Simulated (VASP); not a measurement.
Set up this calculation in VASP 6.6.1, as the native input.

```
Task                   : single point
Functional             : PBE
Potentials or basis    : VASP PAW PBE potentials, release 64 (C, N)
Cutoff                 : 520 eV
k mesh                 : 6 × 6 × 2
Occupations            : gaussian, width 0.1 eV
Spin                   : no spin polarisation
Dipole correction      : no
Further INCAR settings : ALGO = Normal; EDIFF = 1e-06; NBANDS = 18
```

The structure of C4N lies in POSCAR:

```
C4N
1.0
    2.4340897101      0.0000000000      0.0000000000
   -1.2170448550      2.1079835240      0.0000000000
    0.0000000000      0.0000000000     10.6109601553
C N
4 1
Direct
    0.3333333333      0.6666666667      0.6830889795
    0.3333333333      0.6666666667      0.3169046133
    0.6666666667      0.3333333333      0.3169110205
    0.6666666667      0.3333333333      0.6830953867
    0.0000000000      0.0000000000      0.0000000000
```

These files were run (other wordings do the same):

INCAR

```
ALGO = Normal
EDIFF = 1E-6
ENCUT = 520
GGA = PE
ISIF = 2
ISMEAR = 0
LASPH = T
LCHARG = F
LREAL = F
LWAVE = F
NBANDS = 18
NELM = 100
PREC = Accurate
SIGMA = 0.1
```

KPOINTS

```
k-points
0
Gamma
  6 6 2
```

Potentials or basis: VASP PAW PBE potentials, release 64 (C, N).

The run is started by

```bash
$ cat potpaw_PBE.64/C/POTCAR potpaw_PBE.64/N/POTCAR > POTCAR
$ mpirun -np 1 vasp_std > vasp.out
```

Results of the run:

```yaml
Pressure: 0.3 GPa
```

Caveat: the k points lie up to 0.50 Å⁻¹ apart; this functional lacks dispersion, which binds the layers, so the pressure and a relaxed spacing across them are unreliable.

It took 14 s on 1 thread of Intel(R) Xeon(R) Platinum 8488C (Sapphire Rapids) (shared host), peak memory 0.16 GiB.
